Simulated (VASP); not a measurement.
# Sn (I4/mmm) in VASP: notebook

The runs below take Sn through single point, with r2SCAN.

All numbers are computed with VASP 6.6.1; they aren't measurements. Logs are shortened: lines on timing, memory, paths and dates and some standing lists are left out, and cuts for length are marked.

### Step 1. The cell of the first run

It takes space group I4/mmm (No. 139, tetragonal). Conventional cell: a = 3.638 Å, b = 3.638 Å, c = 3.789 Å, α = 90.00°, β = 90.00°, γ = 90.00°. Within 4.2 Å of Sn (site symmetry 4/mmm) lie 14 Sn at 3.19 to 3.79 Å.

### Step 2. Single point, r2SCAN (strain -0.040 along x and y, +0.000 along z)

Input file POSCAR:

```
Sn
1.0
   -1.8188657464      1.8188657464      1.8946518192
    1.8188657464     -1.8188657464      1.8946518192
    1.8188657464      1.8188657464     -1.8946518192
Sn
1
Direct
    0.0000000000      0.0000000000      0.0000000000
```

Input file INCAR.step1:

```
PREC = Accurate
ENCUT = 520
ISMEAR = 0
SIGMA = 0.15
LREAL = F
LASPH = T
NELM = 100
NBANDS = 13
GGA = PE
ALGO = Normal
EDIFF = 1E-4
LWAVE = T
LCHARG = F
```

Input file INCAR.step2:

```
PREC = Accurate
ENCUT = 520
EDIFF = 1E-7
ISMEAR = 0
SIGMA = 0.15
LREAL = F
LASPH = T
NELM = 100
ALGO = Normal
ISIF = 2
LWAVE = F
LCHARG = F
METAGGA = R2SCAN
LMIXTAU = T
NBANDS = 13
ISTART = 1
```

Input file KPOINTS:

```
regular mesh
0
Gamma
  18 18 18
```

Potentials or basis: VASP PAW PBE potentials, release 64 (Sn_d).

Command:

```console
$ cat potpaw_PBE.64/Sn_d/POTCAR > POTCAR
$ cp INCAR.step1 INCAR
$ mpirun -np 1 vasp_std > vasp.out
$ cp INCAR.step2 INCAR
$ mpirun -np 1 vasp_std > vasp.out
```

OUTCAR:

```text
PREC = Accurate
   ENCUT = 520
   EDIFF = 1E-7
   ISMEAR = 0
   LREAL = F
   LASPH = T
   NELM = 100
   ISIF = 2
   METAGGA = R2SCAN
   ISTART = 1

 ion  position               nearest neighbor table
   1  0.000  0.000  0.000-

  LATTYP: Found a body centered tetragonal cell.
 ALAT       =     3.6377314928
 C/A-ratio  =     1.0416666667

  Lattice vectors:

 A1 = (  -1.8188657464,   1.8188657464,   1.8946518192)
 A2 = (   1.8188657464,  -1.8188657464,   1.8946518192)
 A3 = (   1.8188657464,   1.8188657464,  -1.8946518192)

Analysis of symmetry for initial positions (statically):
=====================================================================
 Subroutine PRICEL returns:
 Original cell was already a primitive cell.

 Routine SETGRP: Setting up the symmetry group for a
 body centered tetragonal supercell.

 Subroutine GETGRP returns: Found 16 space group operations
 (whereof 16 operations were pure point group operations)
 out of a pool of 16 trial point group operations.

The static configuration has the point symmetry D_4h.

Analysis of symmetry for dynamics (positions and initial velocities):
=====================================================================
 Subroutine PRICEL returns:
 Original cell was already a primitive cell.

 Routine SETGRP: Setting up the symmetry group for a
 body centered tetragonal supercell.

 Subroutine GETGRP returns: Found 16 space group operations
 (whereof 16 operations were pure point group operations)
 out of a pool of 16 trial point group operations.

The dynamic configuration has the point symmetry D_4h.

 Subroutine INISYM returns: Found 16 space group operations
 (whereof 16 operations are pure point group operations),
 and found     1 'primitive' translations

----------------------------------------------------------------------------------------

                                     Primitive cell

  volume of cell :      25.0721

  direct lattice vectors                    reciprocal lattice vectors
    -1.818865746  1.818865746  1.894651819     0.000000000  0.274896595  0.263900731
     1.818865746 -1.818865746  1.894651819     0.274896595  0.000000000  0.263900731
     1.818865746  1.818865746 -1.894651819     0.274896595  0.274896595  0.000000000

  length of vectors
     3.194722323  3.194722323  3.194722323     0.381066574  0.381066574  0.388762493

  position of ions in fractional coordinates (direct lattice)
     0.000000000  0.000000000  0.000000000

  ion indices of the primitive-cell ions
   primitive index   ion index
                 1           1

----------------------------------------------------------------------------------------

 KPOINTS: regular mesh

Automatic generation of k-mesh.
 Grid dimensions read from file:
 generate k-points for:   18   18   18

 Generating k-lattice:

  Cartesian coordinates                     Fractional coordinates (reciprocal lattice)
     0.000000000  0.015272033  0.014661152     0.055555556 -0.000000000  0.000000000
     0.015272033  0.000000000  0.014661152    -0.000000000  0.055555556  0.000000000
     0.015272033  0.015272033  0.000000000     0.000000000  0.000000000  0.055555556

  Length of vectors
     0.021170365  0.021170365  0.021597916

  Shift w.r.t. Gamma in fractional coordinates (k-lattice)
     0.000000000  0.000000000  0.000000000

 Subroutine IBZKPT returns following result:
 ===========================================

 Found    480 irreducible k-points:

 Following reciprocal coordinates:
            Coordinates               Weight
  0.000000  0.000000  0.000000      1.000000
  0.055556  0.000000 -0.000000      8.000000
  0.111111  0.000000 -0.000000      8.000000
  0.166667  0.000000 -0.000000      8.000000
  0.222222  0.000000 -0.000000      8.000000
  0.277778  0.000000  0.000000      8.000000
[... 16 lines left out ...]
 -0.277778  0.055556 -0.000000     16.000000
 -0.222222  0.055556  0.000000     16.000000
 [... further k-points ...]
   k-points           NKPTS =    480   k-points in BZ     NKDIM =    480   number of bands    NBANDS=     13
   number of dos      NEDOS =    301   number of ions     NIONS =      1
   total plane-waves  NPLWV =  13824
   dimension x,y,z NGX =    24 NGY =   24 NGZ =   24
   dimension x,y,z NGXF=    48 NGYF=   48 NGZF=   48
   ions per type =               1
   NGX,Y,Z   is equivalent  to a cutoff of  12.49, 12.49, 12.49 a.u.
   NGXF,Y,Z  is equivalent  to a cutoff of  24.98, 24.98, 24.98 a.u.
 SYSTEM =  unknown system
   PREC   = accura    normal or accurate (medium, high low for compatibility)
   ISTART =      1    job   : 0-new  1-cont  2-samecut
   ICHARG =      0    charge: 1-file 2-atom 10-const
   ISPIN  =      1    spin polarized calculation?
   LNONCOLLINEAR =      F non collinear calculations
   LSORBIT =      F    spin-orbit coupling
   LASPH  =      T    aspherical Exc in radial PAW
   ENCUT  =  520.0 eV  38.22 Ry    6.18 a.u.   5.94  5.94  5.94*2*pi/ulx,y,z
   NELM   =    100;   NELMIN=  2; NELMDL=  0     # of ELM steps
   EDIFF  = 0.1E-06   stopping-criterion for ELM
   LREAL  =      F    real-space projection
   EDIFFG = 0.1E-05   stopping-criterion for IOM
   NSW    =      0    number of steps for IOM
   IBRION =     -1    ionic relax: 0-MD 1-quasi-New 2-CG
   NFREE  =      0    steps in history (QN), initial steepest desc. (CG)
   ISIF   =      2    stress and relaxation
   ISYM   =      2    0-nonsym 1-usesym 2-fastsym
   POTIM  = 0.5000    time-step for ionic-motion
   TEBEG  =    0.0;   TEEND  =   0.0 temperature during run
   PSTRESS=    0.0 pullay stress
   NELECT =      14.0000    total number of electrons
   NUPDOWN=      -1.0000    fix difference up-down
   EMIN   =  10.00;   EMAX   =-10.00  energy-range for DOS
   EFERMI =   0.00;   METHOD = LEGACY
   ISMEAR =     0;   SIGMA  =   0.15  broadening in eV -4-tet -1-fermi 0-gaus
   EFERMI_NEDOS =   21; number of points for ismear=-14 and -15
   IALGO  =     38    algorithm
   IMIX   =      4    mixing-type and parameters
     AMIX     =   0.40;   BMIX     =  1.00
     AMIX_MAG =   1.60;   BMIX_MAG =  1.00
  volume/ion in A,a.u.               =      25.07       169.19
  Fermi-wavevector in a.u.,A,eV,Ry     =   1.348095  2.547531 24.726699  1.817361
  Thomas-Fermi vector in A             =   2.475792
   LORBIT       =      0    0 simple, 1 ext, 2 COOP (PROOUT), +10 PAW based schemes
   METAGGA = R2SCAN    functional components
   LHFCALC =     F    Hartree Fock is set to
   AEXX    =    0.0000 exact exchange contribution
   IVDW    =     0    specifies the selected vdW correction
   LEPSILON=     F    determine dielectric tensor
   LRPA    =     F    only Hartree local field effects (RPA)
 non-spin polarized calculation
 Gauss-broadening in eV      SIGMA  =   0.15
  energy-cutoff  :      520.00
  volume of cell :       25.07
 maximum number of plane-waves:       695
   NGX = 11   NGY = 11   NGZ = 11

 number of electron      13.9999999 magnetization

 Free energy of the ion-electron system (eV)
  ---------------------------------------------------
  ext. energy  EPLUGINS =         0.00000000
  ---------------------------------------------------
  free energy    TOTEN  =       -24.47849255 eV

  energy without entropy =      -24.47207866  energy(sigma->0) =      -24.47528560

 E-fermi :   9.0782     XC(G=0): -11.7055

 val. band max:        9.0732926830   @ k =   0.2222   0.1111   0.0556
 cond. band min:       9.0928869977   @ k =  -0.3889  -0.4444   0.3889
 fundamental gap:      0.0195943147
 Fermi energy:         9.0782332175

 k-point     1 :       0.0000    0.0000    0.0000
  band No.  band energies     occupation
      1     -13.2760      2.00000
      2     -13.2759      2.00000
      3     -13.2619      2.00000
      4     -13.0943      2.00000
      5     -13.0667      2.00000
      6      -3.2399      2.00000
      7      18.1307      0.00000
      8      18.3944      0.00000
      9      18.3944      0.00000
     10      21.7100      0.00000
     11      22.3753      0.00000
     12      22.3753      0.00000
     13      22.6376      0.00000

 k-point     2 :       0.0556    0.0000   -0.0000
  band No.  band energies     occupation
      1     -13.2740      2.00000
      2     -13.2730      2.00000
      3     -13.2569      2.00000
      4     -13.0958      2.00000
      5     -13.0679      2.00000
      6      -3.1647      2.00000
      7      17.4791      0.00000
      8      18.0455      0.00000
      9      18.1845      0.00000
     10      21.1245      0.00000
     11      21.7088      0.00000
     12      22.0069      0.00000
     13      23.2373      0.00000

 k-point     3 :       0.1111    0.0000   -0.0000
  band No.  band energies     occupation
      1     -13.2770      2.00000
      2     -13.2652      2.00000
      3     -13.2340      2.00000
      4     -13.1001      2.00000
      5     -13.0710      2.00000
      6      -2.9389      2.00000
      7      15.7565      0.00000
      8      17.2618      0.00000
      9      17.8938      0.00000
     10      20.4879      0.00000
     11      20.9019      0.00000
     12      21.7180      0.00000
     13      23.6470      0.00000
[... 305 lines left out ...]
 k-point    23 :      -0.2778    0.0556   -0.0000
  band No.  band energies     occupation
      1     -13.2974      2.00000
      2     -13.2442      2.00000
      3     -13.1196      2.00000
      4     -13.1127      2.00000
      5     -13.0801      2.00000
      6      -1.6366      2.00000
      7      10.7221      0.00000
      8      14.7176      0.00000
      9      16.2130      0.00000
     10      19.5231      0.00000
     11      19.9160      0.00000
     12      21.7367      0.00000
     13      25.3605      0.00000

 k-point    24 :      -0.2222    0.0556    0.0000
  band No.  band energies     occupation
      1     -13.2871      2.00000
      2     -13.2528      2.00000
      3     -13.1676      2.00000
      4     -13.1076      2.00000
      5     -13.0778      2.00000
      6      -2.2460      2.00000
      7      12.6932      0.00000
      8      15.5490      0.00000
      9      16.7334      0.00000
     10      19.9906      0.00000
     11      20.2194      0.00000
     12      21.5287      0.00000
     13      24.8039      0.00000

 [... further k-points ...]
[... 5 lines left out ...]
  --------------------------------------------------------------------------------------
  -------------------------------------------------------------------------------------
  Total        0.6766233      0.6766233      0.8006208      0.0000000     -0.0000000      0.0000000
  in kB       43.2381268     43.2381268     51.1619142      0.0000000     -0.0000000      0.0000000
  external PRESSURE =      45.8793893 kB  Pullay stress =       0.0000000 kB

 VOLUME and BASIS-vectors are now :
 -----------------------------------------------------------------------------
  energy-cutoff  :      520.00
  volume of cell :       25.07
      direct lattice vectors                 reciprocal lattice vectors
    -1.818865746  1.818865746  1.894651819     0.000000000  0.274896595  0.263900731
     1.818865746 -1.818865746  1.894651819     0.274896595  0.000000000  0.263900731
     1.818865746  1.818865746 -1.894651819     0.274896595  0.274896595  0.000000000

 POSITION                                       TOTAL-FORCE (eV/Angst)
 -----------------------------------------------------------------------------------
      0.00000      0.00000      0.00000         0.000000     -0.000000      0.000000
 -----------------------------------------------------------------------------------
    total drift:                                0.000000      0.000000      0.000000

  FREE ENERGIE OF THE ION-ELECTRON SYSTEM (eV)
  ---------------------------------------------------
  free  energy   TOTEN  =       -24.4784925455 eV

  energy  without entropy=      -24.4720786626  energy(sigma->0) =      -24.47528560
```

Wall time 3.2 min (1 thread of Intel Xeon Platinum 8488C (Sapphire Rapids), shared host); peak memory 0.26 GiB.

Results:

| Item | Value |
| --- | --- |
| Free energy | -24.4785 eV |
| Pressure | 4.6 GPa |
| Band gap on the k mesh | zero (bands 7 and 8 overlap by 11.95 eV) |

Stress tensor (GPa, compression positive):
```
4.32 0.00 0.00
0.00 4.32 0.00
0.00 0.00 5.12
```

Caveat: the cell differs from its parent crystal (strain -0.040 along x and y, +0.000 along z); the cell stands under pressure; the PAW data sets were made with another functional, which shifts forces and pressure a little; spin-orbit coupling is left out, which moves the levels of the heavy elements.

### Step 3. Single point, r2SCAN (strain +0.000 along x and y, -0.040 along z)

Input file POSCAR:

```
Sn
1.0
   -1.8946518192      1.8946518192      1.8188657464
    1.8946518192     -1.8946518192      1.8188657464
    1.8946518192      1.8946518192     -1.8188657464
Sn
1
Direct
    0.0000000000      0.0000000000      0.0000000000
```

Input file INCAR.step1:

```
PREC = Accurate
ENCUT = 520
ISMEAR = 0
SIGMA = 0.15
LREAL = False
LASPH = True
NELM = 100
NBANDS = 13
GGA = PE
ALGO = Normal
EDIFF = 1E-4
LWAVE = True
LCHARG = False
```

Input file INCAR.step2:

```
PREC = Accurate
ENCUT = 520
EDIFF = 1E-7
ISMEAR = 0
SIGMA = 0.15
LREAL = False
LASPH = True
NELM = 100
ALGO = Normal
ISIF = 2
LWAVE = False
LCHARG = False
METAGGA = R2SCAN
LMIXTAU = True
NBANDS = 13
ISTART = 1
```

KPOINTS is that of step 2.

Potentials or basis: VASP PAW PBE potentials, release 64 (Sn_d).

Command:

```console
$ cat potpaw_PBE.64/Sn_d/POTCAR > POTCAR
$ cp INCAR.step1 INCAR
$ mpirun -np 1 vasp_std > vasp.out
$ cp INCAR.step2 INCAR
$ mpirun -np 1 vasp_std > vasp.out
```

Wall time 3.1 min (1 thread of Intel Xeon Platinum 8488C (Sapphire Rapids), shared host); peak memory 0.26 GiB.

It converged, with:

- Free energy: -24.5009 eV
- Pressure: 1.8 GPa
- Band gap on the k mesh: zero (bands 7 and 8 overlap by 11.41 eV)

Stress tensor (GPa, compression positive):
```
2.22 0.00 0.00
0.00 2.22 0.00
0.00 0.00 1.11
```

Levels at points of the mesh, in eV from the Fermi level:
| k point | band 5 | band 6 | band 7 | band 8 | band 9 | band 10 |
| --- | --- | --- | --- | --- | --- | --- |
| (0.00, 0.00, 0.00) | -22.12 | -11.97 | 8.69 | 8.69 | 9.06 | 12.83 |
| (0.50, 0.00, 0.00) | -22.03 | -6.59 | -4.88 | 3.71 | 5.74 | 8.51 |
| (0.50, 0.50, 0.00) | -22.04 | -6.91 | -4.99 | 4.29 | 6.51 | 9.22 |
| (0.50, 0.50, 0.50) | -22.05 | -2.13 | -0.93 | -0.93 | -0.05 | 3.98 |

Caveat: the cell differs from its parent crystal (strain +0.000 along x and y, -0.040 along z); the PAW data sets were made with another functional, which shifts forces and pressure a little; spin-orbit coupling is left out, which moves the levels of the heavy elements.
